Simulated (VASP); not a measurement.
Cs: single point with PBEsol

Crystal: Cs.

```
Cs
1.0
    -2.86312    2.86312    2.86312
     2.86312   -2.86312    2.86312
     2.86312    2.86312   -2.86312
Cs
1
Direct
  0.00000 0.00000 0.00000
```

This cell differs from its parent crystal: volume scaled by 0.85.

| Item | Value |
| --- | --- |
| Program | VASP 6.6.1 |
| Task | single point |
| Functional | PBEsol |
| Potentials or basis | VASP PAW PBE potentials, release 64 (Cs_sv) |
| Cutoff | 520 eV |
| k mesh | 9 × 9 × 9 |
| Occupations | fermi-dirac, width 0.05 eV |
| Spin | no spin polarisation |

```
Pressure : 0.4 GPa
```

Levels at points of the mesh, in eV from the Fermi level:
```csv
k point,band 1,band 2,band 3,band 4,band 5,band 6,band 7,band 8
"(0.00, 0.00, 0.00)",-23.74,-10.41,-10.41,-10.41,-1.89,2.62,2.62,2.62
```

Run time: 16 s on 1 thread of AMD EPYC 9R45 (Zen 5) (shared host), peak memory 0.2 GiB.

Caveat: the PAW data sets were made with another functional, which shifts forces and pressure a little; spin-orbit coupling is left out, which moves the levels of the heavy elements.
